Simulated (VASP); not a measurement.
# CuI (Marshite) (P4/nmm) in VASP: notebook

CuI (Marshite) is run at these levels: PBEsol+D3(BJ), PBEsol; tasks: relaxation of cell and atoms.

Program: VASP 6.6.1. These are calculated values, not measurements. Logs are shortened: lines on timing, memory, paths and dates and some standing lists are left out, and cuts for length are marked.

## (1) The cell of the first run

It takes space group P4/nmm (No. 129, tetragonal). Conventional cell: a = 4.023 Å, b = 4.023 Å, c = 5.651 Å, α = 90.00°, β = 90.00°, γ = 90.00°. Cu (site symmetry -4m2) has 4 I at 2.60 Å and 4 Cu at 2.84 Å within 3.4 Å. I (site symmetry 4mm) has 4 Cu at 2.60 Å within 3.4 Å.

## (2) Relaxation of cell and atoms, PBEsol+D3(BJ)

Contents of INCAR:

```
  ALGO = Normal
  EDIFF = 1E-6
  EDIFFG = -0.01
  ENCUT = 600
  GGA = PS
  IBRION = 2
  ISIF = 3
  ISMEAR = 0
  IVDW = 12
  LASPH = True
  LCHARG = False
  LREAL = False
  LWAVE = False
  NELM = 60
  NSW = 80
  PREC = Accurate
  SIGMA = 0.01
```

Contents of KPOINTS:

```
k-points
0
Gamma
  6 6 4
```

Contents of POSCAR:

```
CuI
1.0
    4.0229000000      0.0000000000      0.0000000000
    0.0000000000      4.0229000000      0.0000000000
    0.0000000000      0.0000000000      5.6506000000
Cu I
2 2
Direct
    0.0000000000      0.0000000000      0.0000000000
    0.5000000000      0.5000000000      0.0000000000
    0.0000000000      0.5000000000      0.2913000000
    0.5000000000      0.0000000000      0.7087000000
```

Potentials or basis: VASP PAW PBE potentials, release 64 (Cu, I).

Launch:

```bash
> cat potpaw_PBE.64/Cu/POTCAR potpaw_PBE.64/I/POTCAR > POTCAR
> mpirun -np 1 vasp_std > vasp.out
```

OUTCAR:

```text
EDIFF = 1E-6
   EDIFFG = -0.01
   ENCUT = 600
   GGA = PS
   IBRION = 2
   ISIF = 3
   ISMEAR = 0
   IVDW = 12
   LASPH = True
   LREAL = False
   NELM = 60
   NSW = 80
   PREC = Accurate
 IVDW          = 12

 ion  position               nearest neighbor table
   1  0.000  0.000  0.000-   3 2.60   4 2.60   3 2.60   4 2.60
   2  0.500  0.500  0.000-   3 2.60   4 2.60   4 2.60   3 2.60
   3  0.000  0.500  0.291-   1 2.60   2 2.60   1 2.60   2 2.60
   4  0.500  0.000  0.709-   1 2.60   2 2.60   2 2.60   1 2.60

  LATTYP: Found a simple tetragonal cell.
 ALAT       =     4.0229000000
 C/A-ratio  =     1.4046086157

  Lattice vectors:

 A1 = (   4.0229000000,   0.0000000000,   0.0000000000)
 A2 = (   0.0000000000,   4.0229000000,   0.0000000000)
 A3 = (   0.0000000000,   0.0000000000,   5.6506000000)

Analysis of symmetry for initial positions (statically):
=====================================================================
 Subroutine PRICEL returns:
 Original cell was already a primitive cell.

 Routine SETGRP: Setting up the symmetry group for a
 simple tetragonal supercell.

 Subroutine GETGRP returns: Found 16 space group operations
 (whereof  8 operations were pure point group operations)
 out of a pool of 16 trial point group operations.

The static configuration has the point symmetry D_2d.
 The point group associated with its full space group is D_4h.

Analysis of symmetry for dynamics (positions and initial velocities):
=====================================================================
 Subroutine PRICEL returns:
 Original cell was already a primitive cell.

 Routine SETGRP: Setting up the symmetry group for a
 simple tetragonal supercell.

 Subroutine GETGRP returns: Found 16 space group operations
 (whereof  8 operations were pure point group operations)
 out of a pool of 16 trial point group operations.

The dynamic configuration has the point symmetry D_2d.
 The point group associated with its full space group is D_4h.

 Subroutine INISYM returns: Found 16 space group operations
 (whereof  8 operations are pure point group operations),
 and found     1 'primitive' translations

----------------------------------------------------------------------------------------

                                     Primitive cell

  volume of cell :      91.4478

  direct lattice vectors                    reciprocal lattice vectors
     4.022900000  0.000000000  0.000000000     0.248576897  0.000000000  0.000000000
     0.000000000  4.022900000  0.000000000     0.000000000  0.248576897  0.000000000
     0.000000000  0.000000000  5.650600000     0.000000000  0.000000000  0.176972357

  length of vectors
     4.022900000  4.022900000  5.650600000     0.248576897  0.248576897  0.176972357

  position of ions in fractional coordinates (direct lattice)
     0.000000000  0.000000000  0.000000000
     0.500000000  0.500000000  0.000000000
     0.000000000  0.500000000  0.291300000
     0.500000000  0.000000000  0.708700000

  ion indices of the primitive-cell ions
   primitive index   ion index
                 1           1
                 2           2
                 3           3
                 4           4

----------------------------------------------------------------------------------------

 KPOINTS: k-points

Automatic generation of k-mesh.
 Grid dimensions read from file:
 generate k-points for:    6    6    4

 Generating k-lattice:

  Cartesian coordinates                     Fractional coordinates (reciprocal lattice)
     0.041429483  0.000000000  0.000000000     0.166666667  0.000000000  0.000000000
     0.000000000  0.041429483  0.000000000     0.000000000  0.166666667  0.000000000
     0.000000000  0.000000000  0.044243089     0.000000000  0.000000000  0.250000000

  Length of vectors
     0.041429483  0.041429483  0.044243089

  Shift w.r.t. Gamma in fractional coordinates (k-lattice)
     0.000000000  0.000000000  0.000000000

 Subroutine IBZKPT returns following result:
 ===========================================

 Found     30 irreducible k-points:

 Following reciprocal coordinates:
            Coordinates               Weight
  0.000000  0.000000  0.000000      1.000000
  0.166667  0.000000  0.000000      4.000000
  0.333333  0.000000  0.000000      4.000000
  0.500000  0.000000  0.000000      2.000000
  0.166667  0.166667  0.000000      4.000000
  0.333333  0.166667  0.000000      8.000000
[... 16 lines left out ...]
  0.333333  0.000000  0.500000      4.000000
  0.500000  0.000000  0.500000      2.000000
 [... further k-points ...]
   k-points           NKPTS =     30   k-points in BZ     NKDIM =     30   number of bands    NBANDS=     22
   number of dos      NEDOS =    301   number of ions     NIONS =      4
   total plane-waves  NPLWV =  49152
   dimension x,y,z NGX =    32 NGY =   32 NGZ =   48
   dimension x,y,z NGXF=    64 NGYF=   64 NGZF=   96
   ions per type =               2   2
   NGX,Y,Z   is equivalent  to a cutoff of  13.22, 13.22, 14.12 a.u.
   NGXF,Y,Z  is equivalent  to a cutoff of  26.45, 26.45, 28.24 a.u.
 SYSTEM =  unknown system
   PREC   = accura    normal or accurate (medium, high low for compatibility)
   ISTART =      0    job   : 0-new  1-cont  2-samecut
   ICHARG =      2    charge: 1-file 2-atom 10-const
   ISPIN  =      1    spin polarized calculation?
   LNONCOLLINEAR =      F non collinear calculations
   LSORBIT =      F    spin-orbit coupling
   LASPH  =      T    aspherical Exc in radial PAW
   ENCUT  =  600.0 eV  44.10 Ry    6.64 a.u.   8.03  8.03 11.29*2*pi/ulx,y,z
   NELM   =     60;   NELMIN=  2; NELMDL= -5     # of ELM steps
   EDIFF  = 0.1E-05   stopping-criterion for ELM
   LREAL  =      F    real-space projection
   EDIFFG = -.1E-01   stopping-criterion for IOM
   NSW    =     80    number of steps for IOM
   IBRION =      2    ionic relax: 0-MD 1-quasi-New 2-CG
   NFREE  =      1    steps in history (QN), initial steepest desc. (CG)
   ISIF   =      3    stress and relaxation
   ISYM   =      2    0-nonsym 1-usesym 2-fastsym
   POTIM  = 0.5000    time-step for ionic-motion
   TEBEG  =    0.0;   TEEND  =   0.0 temperature during run
   PSTRESS=    0.0 pullay stress
   NELECT =      36.0000    total number of electrons
   NUPDOWN=      -1.0000    fix difference up-down
   EMIN   =  10.00;   EMAX   =-10.00  energy-range for DOS
   EFERMI =   0.00;   METHOD = LEGACY
   ISMEAR =     0;   SIGMA  =   0.01  broadening in eV -4-tet -1-fermi 0-gaus
   EFERMI_NEDOS =   21; number of points for ismear=-14 and -15
   IALGO  =     38    algorithm
   IMIX   =      4    mixing-type and parameters
     AMIX     =   0.40;   BMIX     =  1.00
     AMIX_MAG =   1.60;   BMIX_MAG =  1.00
  volume/ion in A,a.u.               =      22.86       154.28
  Fermi-wavevector in a.u.,A,eV,Ry     =   1.199825  2.267341 19.586682  1.439581
  Thomas-Fermi vector in A             =   2.335678
   LORBIT       =      0    0 simple, 1 ext, 2 COOP (PROOUT), +10 PAW based schemes
   GGA     = PS    functional components
   LHFCALC =     F    Hartree Fock is set to
   AEXX    =    0.0000 exact exchange contribution
   IVDW    =    12    specifies the selected vdW correction
   LEPSILON=     F    determine dielectric tensor
   LRPA    =     F    only Hartree local field effects (RPA)
 conjugate gradient relaxation of ions
 non-spin polarized calculation
 Gauss-broadening in eV      SIGMA  =   0.01
  energy-cutoff  :      600.00
  volume of cell :       91.45
 maximum number of plane-waves:      3080
   NGX = 17   NGY = 17   NGZ = 23

--------------------------------------- Ionic step        1  -------------------------------------------

 number of electron      36.0000007 magnetization

 Free energy of the ion-electron system (eV)
  ---------------------------------------------------
  ext. energy  EPLUGINS =         0.00000000
  ---------------------------------------------------
  free energy    TOTEN  =       -12.52099973 eV

  energy without entropy =      -12.52099973  energy(sigma->0) =      -12.52099973

------------------------ aborting loop because EDIFF is reached ----------------------------------------

 Edisp (eV)   -1.54049

 E8    (eV) :    -1.0174

  FORCE on cell =-STRESS in cart. coord.  units (eV):
  Direction    XX          YY          ZZ          XY          YZ          ZX
  --------------------------------------------------------------------------------------
  -------------------------------------------------------------------------------------
  Total      -0.19882    -0.19882     0.59131     0.00000     0.00000     0.00000
  in kB      -3.48336    -3.48336    10.35984     0.00000     0.00000     0.00000
  external pressure =        1.13 kB  Pullay stress =        0.00 kB
[... 103 lines left out ...]
  FREE ENERGIE OF THE ION-ELECTRON SYSTEM (eV)
  ---------------------------------------------------
  free  energy   TOTEN  =       -14.0773907454 eV

  energy  without entropy=      -14.0773907454  energy(sigma->0) =      -14.07739075

[... ionic steps 4 to 7 ...]

--------------------------------------- Ionic step        8  -------------------------------------------

 number of electron      36.0000030 magnetization

------------------------ aborting loop because EDIFF is reached ----------------------------------------

 Edisp (eV)   -1.52396

 E8    (eV) :    -1.0064
[... 73 lines left out ...]
  energy  without entropy=      -14.0846678386  energy(sigma->0) =      -14.08466784

--------------------------------------- Ionic step       10  -------------------------------------------

 number of electron      36.0000032 magnetization

 Free energy of the ion-electron system (eV)
  ---------------------------------------------------
  ext. energy  EPLUGINS =         0.00000000
  ---------------------------------------------------
  free energy    TOTEN  =       -12.56927868 eV

  energy without entropy =      -12.56927868  energy(sigma->0) =      -12.56927868

 E-fermi :   6.3151     XC(G=0): -10.0795

 val. band max:        6.2298415451   @ k =   0.0000   0.0000   0.0000
 cond. band min:       7.7073790549   @ k =   0.0000   0.0000   0.0000
 fundamental gap:      1.4775375098
 Fermi energy:         6.3151133154

 k-point     1 :       0.0000    0.0000    0.0000
  band No.  band energies     occupation
      1      -8.4578      2.00000
      2      -7.3135      2.00000
      3      -0.4986      2.00000
      4       2.0833      2.00000
      5       2.2336      2.00000
      6       2.2336      2.00000
[... 574 lines left out ...]
      6       2.2271      2.00000
[... 14 lines left out ...]
     21      11.3563      0.00000
     22      11.3563      0.00000

 [... further k-points ...]

------------------------ aborting loop because EDIFF is reached ----------------------------------------

 Edisp (eV)   -1.51550

 E8    (eV) :    -1.0009

  FORCE on cell =-STRESS in cart. coord.  units (eV):
  Direction    XX          YY          ZZ          XY          YZ          ZX
  --------------------------------------------------------------------------------------
  -------------------------------------------------------------------------------------
  Total       0.00395     0.00395     0.00720     0.00000     0.00000     0.00000
  in kB       0.06810     0.06810     0.12416     0.00000     0.00000     0.00000
  external pressure =        0.09 kB  Pullay stress =        0.00 kB
[... 19 lines left out ...]
  FREE ENERGIE OF THE ION-ELECTRON SYSTEM (eV)
  ---------------------------------------------------
  free  energy   TOTEN  =       -14.0847811179 eV

  energy  without entropy=      -14.0847811179  energy(sigma->0) =      -14.08478112

 reached required accuracy - stopping structural energy minimisation
```

Run time: 4 min. Hardware: 1 thread of AMD EPYC 9R45 (Zen 5), shared host; peak memory 0.24 GiB.

Results:

```
Free energy                            : -14.0848 eV
Relaxed volume                         : 23.21 Å³/atom
Relaxed cell                           : a = 3.941 Å, b = 3.941 Å, c = 5.977 Å, α = 90.00°, β = 90.00°, γ = 90.00°
Space group after relaxing (to 0.05 Å) : P4/nmm (No. 129)
Energy gained by relaxing              : 5.8 meV/atom
Ionic steps                            : 10
Pressure after relaxing                : 0.0 GPa
Largest force after relaxing           : 0.006 eV/Å
Band gap on the k mesh                 : 1.48 eV, direct
Dispersion energy per atom             : -0.379 eV
```

Forces on the atoms (eV/Å):
```
Cu   0.000  0.000  0.000
Cu   0.000  0.000  0.000
I    0.000  0.000  0.006
I    0.000  0.000 -0.006
```

The path:
```
step  energy change (eV)  largest force (eV/Å)  pressure (GPa)  volume (Å³)
   1              0.0000                0.0575            0.11        91.45
   2             -0.0050                0.0705           -0.04        91.66
   3             -0.0159                0.1124           -0.31        92.26
   4             -0.0179                0.1974           -0.71        93.33
   5             -0.0204                0.1536           -0.53        92.84
   6             -0.0225                0.0079            0.34        91.98
   7             -0.0228                0.0348            0.12        92.20
   8             -0.0230                0.0251            0.07        92.36
   9             -0.0232                0.0151            0.05        92.52
  10             -0.0233                0.0063            0.01        92.85
```

Final structure:
```
CELL_PARAMETERS angstrom
3.94133 0.00000 0.00000
0.00000 3.94133 0.00000
0.00000 0.00000 5.97739
ATOMIC_POSITIONS crystal
Cu 0.00000 0.00000 0.00000
Cu 0.50000 0.50000 0.00000
I 0.00000 0.50000 0.28456
I 0.50000 0.00000 0.71544
```

Levels at points of the mesh, in eV from the valence-band top:
| k point | band 16 | band 17 | band 18 | band 19 | band 20 | band 21 |
| --- | --- | --- | --- | --- | --- | --- |
| (0.00, 0.00, 0.00) | -1.26 | 0.00 | 0.00 | 1.48 | 2.92 | 3.24 |
| (0.50, 0.00, 0.00) | -1.61 | -0.74 | -0.74 | 3.96 | 3.96 | 4.40 |
| (0.50, 0.50, 0.00) | -2.12 | -1.49 | -1.49 | 2.06 | 2.06 | 2.15 |
| (0.00, 0.00, 0.50) | -1.52 | -0.75 | -0.75 | 3.42 | 3.54 | 3.70 |
| (0.50, 0.00, 0.50) | -0.94 | -0.67 | -0.67 | 1.93 | 1.93 | 5.13 |
| (0.50, 0.50, 0.50) | -2.12 | -1.28 | -1.28 | 4.13 | 4.13 | 4.41 |

Caveat: the PAW data sets were made with another functional, which shifts forces and pressure a little; spin-orbit coupling is left out, which moves the levels of the heavy elements. Zero-point motion and thermal expansion aren't in these numbers.

## (3) Relaxation of cell and atoms, PBEsol

Contents of INCAR:

```
PREC = Accurate
ENCUT = 600
EDIFF = 1E-6
ISMEAR = 0
SIGMA = 0.01
LREAL = F
LASPH = T
NELM = 100
ALGO = Normal
ISIF = 3
LWAVE = F
LCHARG = F
GGA = PS
IBRION = 2
NSW = 80
EDIFFG = -0.01
```

Contents of KPOINTS:

```
Automatic mesh
0
Gamma
  6 6 4
```

POSCAR is that of step 2.

Potentials or basis: VASP PAW PBE potentials, release 64 (Cu, I).

Launch:

```bash
> cat potpaw_PBE.64/Cu/POTCAR potpaw_PBE.64/I/POTCAR > POTCAR
> mpirun -np 1 vasp_std > vasp.out
```

It took 6.9 min on 1 thread of AMD EPYC 9R45 (Zen 5), shared host; peak memory 0.24 GiB.

Results (log left out):

| Item | Value |
| --- | --- |
| Free energy | -12.6424 eV |
| Relaxed volume | 26.05 Å³/atom |
| Relaxed cell | a = 4.015 Å, b = 4.015 Å, c = 6.465 Å, α = 90.00°, β = 90.00°, γ = 90.00° |
| Space group after relaxing (to 0.05 Å) | P4/nmm (No. 129) |
| Energy gained by relaxing | 30.3 meV/atom |
| Ionic steps | 18 |
| Pressure after relaxing | 0.0 GPa |
| Largest force after relaxing | 0.008 eV/Å |
| Band gap on the k mesh | 1.53 eV, direct |

Forces on the atoms (eV/Å):
```
Cu   0.000  0.000  0.000
Cu   0.000  0.000  0.000
I    0.000  0.000  0.008
I    0.000  0.000 -0.008
```

Step by step:
```tsv
step	energy change (eV)	largest force (eV/Å)	pressure (GPa)	volume (Å³)
1	0.0000	0.0679	2.83	91.45
2	-0.0384	0.5073	-0.63	96.90
3	-0.0398	0.4419	-0.29	96.00
4	-0.0594	0.3405	-0.16	96.84
5	-0.0962	0.0550	0.15	99.33
6	-0.0879	0.4803	1.33	104.31
7	-0.1031	0.2337	0.67	101.78
8	-0.1126	0.0286	-0.37	104.87
9	-0.1126	0.0218	-0.31	104.98
10	-0.1171	0.0311	-0.25	104.65
11	-0.1208	0.0463	0.07	104.12
12	-0.1211	0.0527	0.24	103.92
13	-0.1204	0.0711	-0.18	104.69
14	-0.1214	0.0155	0.01	104.15
15	-0.1214	0.0100	0.04	104.18
16	-0.1211	0.0310	-0.12	104.44
17	-0.1214	0.0043	-0.05	104.22
18	-0.1214	0.0077	-0.03	104.19
```

Final structure:
```xyz
4
Lattice="4.0147 0.0000 0.0000 0.0000 4.0147 0.0000 0.0000 0.0000 6.4645" Properties=species:S:1:pos:R:3 pbc="T T T"
Cu    0.0000    0.0000    0.0000
Cu    2.0074    2.0074    0.0000
I     0.0000    2.0074    1.6898
I     2.0074    0.0000    4.7747
```

Levels at points of the mesh, in eV from the valence-band top:
| k point | band 15 | band 16 | band 17 | band 18 | band 19 | band 20 | band 21 | band 22 |
| --- | --- | --- | --- | --- | --- | --- | --- | --- |
| (0.00, 0.00, 0.00) | -1.27 | -0.93 | 0.00 | 0.00 | 1.53 | 3.10 | 3.30 | 4.88 |
| (0.50, 0.00, 0.00) | -1.26 | -1.26 | -0.51 | -0.51 | 3.70 | 3.70 | 4.83 | 4.83 |
| (0.50, 0.50, 0.00) | -1.83 | -1.83 | -1.19 | -1.19 | 2.50 | 2.50 | 2.62 | 2.62 |
| (0.00, 0.00, 0.50) | -1.41 | -1.27 | -0.35 | -0.35 | 3.32 | 3.33 | 3.45 | 4.25 |
| (0.50, 0.00, 0.50) | -0.84 | -0.84 | -0.48 | -0.48 | 2.16 | 2.16 | 5.08 | 5.08 |
| (0.50, 0.50, 0.50) | -1.83 | -1.83 | -1.09 | -1.09 | 3.96 | 3.96 | 4.10 | 4.10 |

Caveat: the PAW data sets were made with another functional, which shifts forces and pressure a little; spin-orbit coupling is left out, which moves the levels of the heavy elements; this functional lacks dispersion, which binds the layers, so the pressure and a relaxed spacing across them are unreliable; the volume moved by +14 % from the deposited cell, more than functionals usually miss. Zero-point motion and thermal expansion aren't in these numbers.
